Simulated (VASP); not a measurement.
# PbSe: electric field gradients with PBEsol

Crystal: PbSe.

```
Pb Se
1.0
     0.00000    3.12221    3.12221
     3.12221    0.00000    3.12221
     3.12221    3.12221    0.00000
Pb Se
1 1
Direct
  0.00000 0.00000 0.00000
  0.50000 0.50000 0.50000
```

This cell differs from its parent crystal: volume scaled by 1.06.

```
Program                : VASP 6.6.1
Task                   : electric field gradients
Functional             : PBEsol
Potentials or basis    : VASP PAW PBE potentials, release 64 (Pb_d, Se)
Cutoff                 : 520 eV
k mesh                 : 7 × 7 × 7
Occupations            : fermi-dirac, width 0.02 eV
Spin                   : no spin polarisation
Dipole correction      : no
Further INCAR settings : ALGO = Normal; EDIFF = 1e-08; NBANDS = 17
```

| Property | Result |
| --- | --- |
| Pressure | -3.2 GPa |

Levels at points of the mesh, in eV from the Fermi level:
```csv
k point,band 8,band 9,band 10,band 11,band 12,band 13
"(0.00, 0.00, 0.00)",-1.79,-1.79,-1.79,4.36,4.36,4.36
```

Wall time 16 s on 1 thread of Intel(R) Xeon(R) 6975P-C (Granite Rapids), on a shared host, peak memory 0.21 GiB.

Caveat: this odd mesh misses L, where the gap lies, so gap, dielectric constants and Born charges aren't listed; without QUAD_EFG the Cq values of the log hold for a quadrupole moment of 1 mb, not for the nuclei; the PAW data sets were made with another functional, which shifts forces and pressure a little; spin-orbit coupling is left out, which moves the levels of the heavy elements.
